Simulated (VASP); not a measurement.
HfMoC2:

```
CELL_PARAMETERS angstrom
3.19142 0.00000 0.00000
0.00000 3.19142 0.00000
0.00000 0.00000 4.48516
ATOMIC_POSITIONS crystal
Hf 0.00000 0.00000 0.00000
Mo 0.50000 0.50000 0.50000
C 0.50000 0.50000 0.00000
C 0.00000 0.00000 0.50000
```

Base run:

```yaml
Program: VASP 6.6.1
Functional: r2SCAN
Potentials_or_basis: VASP PAW PBE potentials, release 64 (Hf_pv, Mo_sv, C)
Cutoff: 520 eV
k_mesh: 8 × 8 × 6
Occupations: fermi-dirac, width 0.05 eV
Spin: no spin polarisation
Hubbard_terms: Hf d U = 5.0 eV, Mo d U = 5.0 eV
```

Its results: band gap on the k mesh zero (bands 16 and 17 overlap by 2.48 eV); pressure 11.7 GPa.

**Question.** The run is repeated on the same cell with these changes: hubbard terms from Hf d U = 5.0 eV, Mo d U = 5.0 eV to Hf d U = 3.0 eV, Mo d U = 3.0 eV. What comes out?

**Answer.** Band gap on the k mesh zero (bands 16 and 17 overlap by 2.41 eV); pressure 5.4 GPa.

Caveats: the cell stands under pressure; the PAW data sets were made with another functional, which shifts forces and pressure a little; spin-orbit coupling is left out, which moves the levels of the heavy elements; U without spin polarisation on a metal has little footing; the U is typed as a test and isn't derived for this compound.
